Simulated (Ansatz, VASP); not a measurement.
## AlN: VASP beside Ansatz

File INCAR:

```
SYSTEM = AlN
PREC     = Accurate       ! precision mode
ENCUT    = 520            ! plane-wave cutoff, eV
EDIFF    = 1E-6           ! SCF threshold, eV
ISMEAR   = 0              ! smearing method
SIGMA    = 0.01           ! smearing width, eV
LREAL    = .False.        ! projectors in reciprocal space
LASPH    = .True.         ! aspherical terms in the spheres
NELM     = 60             ! most SCF steps
ALGO     = Normal         ! electronic algorithm
ISIF     = 2              ! what is computed and relaxed
LWAVE    = .False.        ! write WAVECAR
LCHARG   = .False.        ! write CHGCAR
IBRION   = 2              ! ionic algorithm
NSW      = 80             ! ionic steps
EDIFFG   = -0.001         ! ionic threshold
```

The input KPOINTS:

```
regular mesh
0
Gamma
  9 9 6
  0 0 0
```

The input POSCAR:

```
AlN
1.0
    3.1067740000      0.0000000000      0.0000000000
   -1.5533870000      2.6905452078      0.0000000000
    0.0000000000      0.0000000000      4.9810000000
Al N
2 2
Direct
    0.3333333333      0.6666666667      0.0000000000
    0.6666666667      0.3333333333      0.5000000000
    0.3333333333      0.6666666667      0.3800000000
    0.6666666667      0.3333333333      0.8800000000
```

Input for Ansatz:

```yaml
crystal:
  lattice:
    - [3.106774, 0.0, 0.0]
    - [-1.553387, 2.6905452078, 0.0]
    - [0.0, 0.0, 4.981]
  atoms:
    - { symbol: Al, position: [0.3333333333, 0.6666666667, 0.0] }
    - { symbol: Al, position: [0.6666666667, 0.3333333333, 0.5] }
    - { symbol: "N", position: [0.3333333333, 0.6666666667, 0.38] }
    - { symbol: "N", position: [0.6666666667, 0.3333333333, 0.88] }
scf:
  occupations: { method: fixed }
output:
  forces: true
  stress: true
  eigenvalues: true
hamiltonian:
  xc: lda
relax:
  f_tol: 0.001
  max_steps: 60
kpoints:
  mp_grid: { grid: [9, 9, 6] }
```

Alike in both runs: task relaxation of the atoms; functional LDA; k mesh 9 × 9 × 6; no spin polarisation.

|  | VASP | Ansatz |
| --- | --- | --- |
| version | VASP 6.6.1 | Ansatz 0.2.0 |
| potentials or method | VASP PAW LDA potentials, release 64 (Al, N) | scalar-relativistic, plane waves, PAW |
| plane-wave cutoff (eV) | 520 | 420 |
| occupations | gaussian, width 0.01 eV | fixed |
| valence electrons in the cell | 16 | 16 |

|  | VASP | Ansatz | Ansatz less VASP |
| --- | --- | --- | --- |
| gap on the k mesh at the Fermi level, each at its own relaxed structure (eV) | 4.26 | 4.26 | -0.007 |

LDA's correlation is that of Perdew and Zunger in VASP and of Perdew and Wang (1992) in Ansatz. Ansatz's warnings: stress scf threshold loose.
